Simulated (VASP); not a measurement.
# Se (R-3m) in VASP: relaxation of cell and atoms with PBEsol

Aim: the relaxation of cell and atoms of Se with PBEsol.

Program: VASP 6.6.1. These are calculated values, not measurements. Logs are shortened: lines on timing, memory, paths and dates and some standing lists are left out, and cuts for length are marked.

**1. The cell of the first run**

It takes space group R-3m (No. 166, trigonal). The conventional cell has a = 3.896 Å, b = 3.896 Å, c = 4.936 Å, α = 90.00°, β = 90.00°, γ = 120.00°. Se (site symmetry -3m) has 6 Se at 2.79 Å within 3.7 Å.

**2. Relaxation of cell and atoms, PBEsol**

File INCAR:

```
PREC     = Accurate       # precision mode
ENCUT    = 600            # plane-wave cutoff, eV
EDIFF    = 1E-7           # SCF threshold, eV
ISMEAR   = 0              # smearing method
SIGMA    = 0.1            # smearing width, eV
LREAL    = False          # projectors in reciprocal space
LASPH    = True           # aspherical terms in the spheres
NELM     = 80             # most SCF steps
ALGO     = Normal         # electronic algorithm
ISIF     = 3              # what is computed and relaxed
LWAVE    = False          # write WAVECAR
LCHARG   = False          # write CHGCAR
GGA      = PS             # functional
IBRION   = 2              # ionic algorithm
NSW      = 100            # ionic steps
EDIFFG   = -0.01          # ionic threshold
```

File KPOINTS:

```
regular mesh
0
Gamma
  15 15 15
```

File POSCAR:

```
Se
1.0
    1.9479001236      1.1246206607      1.6454953476
   -1.9479001236      1.1246206607      1.6454953476
    0.0000000000     -2.2492413214      1.6454953476
Se
1
Direct
    0.5000000000      0.5000000000      0.5000000000
```

Potentials or basis: VASP PAW PBE potentials, release 64 (Se).

Run with:

```sh
cat potpaw_PBE.64/Se/POTCAR > POTCAR
mpirun -np 1 vasp_std > vasp.out
```

OUTCAR:

```text
PREC = Accurate
   ENCUT = 600
   EDIFF = 1E-7
   ISMEAR = 0
   LREAL = False
   LASPH = True
   NELM = 80
   ISIF = 3
   GGA = PS
   IBRION = 2
   NSW = 100
   EDIFFG = -0.01

 ion  position               nearest neighbor table
   1  0.500  0.500  0.500-

  LATTYP: Found a trigonal (rhomboedric) cell.
 ALAT       =     2.7868874145
 COS(alpha) =     0.0229326132

  Lattice vectors:

 A1 = (   1.9479001236,   1.1246206607,   1.6454953476)
 A2 = (  -1.9479001236,   1.1246206607,   1.6454953476)
 A3 = (   0.0000000000,  -2.2492413214,   1.6454953476)

Analysis of symmetry for initial positions (statically):
=====================================================================
 Subroutine PRICEL returns:
 Original cell was already a primitive cell.

 Routine SETGRP: Setting up the symmetry group for a
 trigonal (rhombohedral) supercell.

 Subroutine GETGRP returns: Found 12 space group operations
 (whereof 12 operations were pure point group operations)
 out of a pool of 12 trial point group operations.

The static configuration has the point symmetry D_3d.

Analysis of symmetry for dynamics (positions and initial velocities):
=====================================================================
 Subroutine PRICEL returns:
 Original cell was already a primitive cell.

 Routine SETGRP: Setting up the symmetry group for a
 trigonal (rhombohedral) supercell.

 Subroutine GETGRP returns: Found 12 space group operations
 (whereof 12 operations were pure point group operations)
 out of a pool of 12 trial point group operations.

The dynamic configuration has the point symmetry D_3d.

 Subroutine INISYM returns: Found 12 space group operations
 (whereof 12 operations are pure point group operations),
 and found     1 'primitive' translations

----------------------------------------------------------------------------------------

                                     Primitive cell

  volume of cell :      21.6282

  direct lattice vectors                    reciprocal lattice vectors
     1.947900124  1.124620661  1.645495348     0.256686672  0.148198119  0.202573246
    -1.947900124  1.124620661  1.645495348    -0.256686672  0.148198119  0.202573246
     0.000000000 -2.249241321  1.645495348     0.000000000 -0.296396238  0.202573246

  length of vectors
     2.786887414  2.786887414  2.786887414     0.359007869  0.359007869  0.359007869

  position of ions in fractional coordinates (direct lattice)
     0.500000000  0.500000000  0.500000000

  ion indices of the primitive-cell ions
   primitive index   ion index
                 1           1

----------------------------------------------------------------------------------------

 KPOINTS: regular mesh

Automatic generation of k-mesh.
 Grid dimensions read from file:
 generate k-points for:   15   15   15

 Generating k-lattice:

  Cartesian coordinates                     Fractional coordinates (reciprocal lattice)
     0.017112445  0.009879875  0.013504883     0.066666667  0.000000000  0.000000000
    -0.017112445  0.009879875  0.013504883     0.000000000  0.066666667  0.000000000
     0.000000000 -0.019759749  0.013504883     0.000000000  0.000000000  0.066666667

  Length of vectors
     0.023933858  0.023933858  0.023933858

  Shift w.r.t. Gamma in fractional coordinates (k-lattice)
     0.000000000  0.000000000  0.000000000

 Subroutine IBZKPT returns following result:
 ===========================================

 Found    344 irreducible k-points:

 Following reciprocal coordinates:
            Coordinates               Weight
  0.000000  0.000000  0.000000      1.000000
  0.066667  0.000000  0.000000      6.000000
  0.133333  0.000000  0.000000      6.000000
  0.200000  0.000000  0.000000      6.000000
  0.266667  0.000000  0.000000      6.000000
  0.333333  0.000000  0.000000      6.000000
[... 16 lines left out ...]
  0.133333  0.133333  0.000000      6.000000
  0.200000  0.133333  0.000000     12.000000
 [... further k-points ...]
   k-points           NKPTS =    344   k-points in BZ     NKDIM =    344   number of bands    NBANDS=      7
   number of dos      NEDOS =    301   number of ions     NIONS =      1
   total plane-waves  NPLWV =  13824
   dimension x,y,z NGX =    24 NGY =   24 NGZ =   24
   dimension x,y,z NGXF=    48 NGYF=   48 NGZF=   48
   ions per type =               1
   NGX,Y,Z   is equivalent  to a cutoff of  14.32, 14.32, 14.32 a.u.
   NGXF,Y,Z  is equivalent  to a cutoff of  28.63, 28.63, 28.63 a.u.
 SYSTEM =  unknown system
   PREC   = accura    normal or accurate (medium, high low for compatibility)
   ISTART =      0    job   : 0-new  1-cont  2-samecut
   ICHARG =      2    charge: 1-file 2-atom 10-const
   ISPIN  =      1    spin polarized calculation?
   LNONCOLLINEAR =      F non collinear calculations
   LSORBIT =      F    spin-orbit coupling
   LASPH  =      T    aspherical Exc in radial PAW
   ENCUT  =  600.0 eV  44.10 Ry    6.64 a.u.   5.57  5.57  5.57*2*pi/ulx,y,z
   NELM   =     80;   NELMIN=  2; NELMDL= -5     # of ELM steps
   EDIFF  = 0.1E-06   stopping-criterion for ELM
   LREAL  =      F    real-space projection
   EDIFFG = -.1E-01   stopping-criterion for IOM
   NSW    =    100    number of steps for IOM
   IBRION =      2    ionic relax: 0-MD 1-quasi-New 2-CG
   NFREE  =      1    steps in history (QN), initial steepest desc. (CG)
   ISIF   =      3    stress and relaxation
   ISYM   =      2    0-nonsym 1-usesym 2-fastsym
   POTIM  = 0.5000    time-step for ionic-motion
   TEBEG  =    0.0;   TEEND  =   0.0 temperature during run
   PSTRESS=    0.0 pullay stress
   NELECT =       6.0000    total number of electrons
   NUPDOWN=      -1.0000    fix difference up-down
   EMIN   =  10.00;   EMAX   =-10.00  energy-range for DOS
   EFERMI =   0.00;   METHOD = LEGACY
   ISMEAR =     0;   SIGMA  =   0.10  broadening in eV -4-tet -1-fermi 0-gaus
   EFERMI_NEDOS =   21; number of points for ismear=-14 and -15
   IALGO  =     38    algorithm
   IMIX   =      4    mixing-type and parameters
     AMIX     =   0.40;   BMIX     =  1.00
     AMIX_MAG =   1.60;   BMIX_MAG =  1.00
  volume/ion in A,a.u.               =      21.63       145.95
  Fermi-wavevector in a.u.,A,eV,Ry     =   1.067706  2.017672 15.510590  1.139996
  Thomas-Fermi vector in A             =   2.203331
   LORBIT       =      0    0 simple, 1 ext, 2 COOP (PROOUT), +10 PAW based schemes
   GGA     = PS    functional components
   LHFCALC =     F    Hartree Fock is set to
   AEXX    =    0.0000 exact exchange contribution
   IVDW    =     0    specifies the selected vdW correction
   LEPSILON=     F    determine dielectric tensor
   LRPA    =     F    only Hartree local field effects (RPA)
 conjugate gradient relaxation of ions
 non-spin polarized calculation
 Gauss-broadening in eV      SIGMA  =   0.10
  energy-cutoff  :      600.00
  volume of cell :       21.63
 maximum number of plane-waves:       748
   NGX = 11   NGY = 11   NGZ = 11

--------------------------------------- Ionic step        1  -------------------------------------------

 number of electron       6.0000001 magnetization

 Free energy of the ion-electron system (eV)
  ---------------------------------------------------
  ext. energy  EPLUGINS =         0.00000000
  ---------------------------------------------------
  free energy    TOTEN  =        -3.76309289 eV

  energy without entropy =       -3.76091284  energy(sigma->0) =       -3.76200287

------------------------ aborting loop because EDIFF is reached ----------------------------------------

  FORCE on cell =-STRESS in cart. coord.  units (eV):
  Direction    XX          YY          ZZ          XY          YZ          ZX
  --------------------------------------------------------------------------------------
  -------------------------------------------------------------------------------------
  Total       -0.0001225     -0.0001225     -0.0498993      0.0000000      0.0000000      0.0000000
  in kB       -0.0090750     -0.0090750     -3.6964477      0.0000000      0.0000000      0.0000000
  external PRESSURE =      -1.2381992 kB  Pullay stress =       0.0000000 kB
[... 195 lines left out ...]
  energy  without entropy=       -3.7607442051  energy(sigma->0) =       -3.76203471

--------------------------------------- Ionic step        7  -------------------------------------------

 number of electron       6.0000001 magnetization

 Free energy of the ion-electron system (eV)
  ---------------------------------------------------
  ext. energy  EPLUGINS =         0.00000000
  ---------------------------------------------------
  free energy    TOTEN  =        -3.76333960 eV

  energy without entropy =       -3.76086419  energy(sigma->0) =       -3.76210190

 E-fermi :   5.0929     XC(G=0): -10.2770

 val. band max:        5.0801502826   @ k =  -0.4000   0.2667   0.2000
 cond. band min:       5.0962610519   @ k =  -0.3333   0.3333   0.2000
 fundamental gap:      0.0161107693
 Fermi energy:         5.0929107939

 k-point     1 :       0.0000    0.0000    0.0000
  band No.  band energies     occupation
      1     -11.3347      2.00000
      2       6.5428      0.00000
      3       6.5428      0.00000
      4       6.6332      0.00000
      5      12.7738      0.00000
      6      12.7738      0.00000
      7      13.0086      0.00000
[... 221 lines left out ...]
 k-point    24 :       0.2000    0.1333    0.0000
  band No.  band energies     occupation
      1     -10.4941      2.00000
      2       2.7940      2.00000
      3       4.7962      1.99997
      4       7.2239      0.00000
      5      13.7578      0.00000
      6      15.9503      0.00000
      7      17.8159      0.00000

 [... further k-points ...]

------------------------ aborting loop because EDIFF is reached ----------------------------------------

  FORCE on cell =-STRESS in cart. coord.  units (eV):
  Direction    XX          YY          ZZ          XY          YZ          ZX
  --------------------------------------------------------------------------------------
  -------------------------------------------------------------------------------------
  Total       -0.0067361     -0.0067361     -0.0094348      0.0000000     -0.0000000     -0.0000000
  in kB       -0.4989217     -0.4989217     -0.6988058      0.0000000     -0.0000000     -0.0000000
  external PRESSURE =      -0.5655498 kB  Pullay stress =       0.0000000 kB
[... 16 lines left out ...]
  FREE ENERGIE OF THE ION-ELECTRON SYSTEM (eV)
  ---------------------------------------------------
  free  energy   TOTEN  =        -3.7633395996 eV

  energy  without entropy=       -3.7608641947  energy(sigma->0) =       -3.76210190

 reached required accuracy - stopping structural energy minimisation
```

Wall time 45 s (1 thread of Intel Xeon 6975P-C (Granite Rapids), shared host); peak memory 0.19 GiB.

What came out:

```
Free energy                           : -3.7633 eV
Relaxed volume                        : 21.63 Å³/atom
Relaxed cell                          : a = 2.786 Å, b = 2.786 Å, c = 2.786 Å, α = 89.34°, β = 89.34°, γ = 89.34°
Space group after relaxing (to 0.1 Å) : Pm-3m (No. 221)
Energy gained by relaxing             : 0.2 meV/atom
Ionic steps                           : 7
Pressure after relaxing               : -0.1 GPa
Band gap on the k mesh                : zero (bands 3 and 4 overlap by 6.35 eV)
```

The path:
```csv
step,energy change (eV),largest force (eV/Å),pressure (GPa),volume (Å³)
1,0.0000,0.0000,-0.12,21.63
2,-0.0001,0.0000,0.09,21.58
3,-0.0001,0.0000,0.17,21.56
4,-0.0001,0.0000,0.12,21.57
5,-0.0002,0.0000,0.04,21.60
6,-0.0002,0.0000,-0.13,21.65
7,-0.0002,0.0000,-0.06,21.63
```

Final structure:
```
CELL_PARAMETERS angstrom
1.95895 1.13100 1.62724
-1.95895 1.13100 1.62724
0.00000 -2.26200 1.62724
ATOMIC_POSITIONS crystal
Se 0.50000 0.50000 0.50000
```

Caveat: the PAW data sets were made with another functional, which shifts forces and pressure a little.
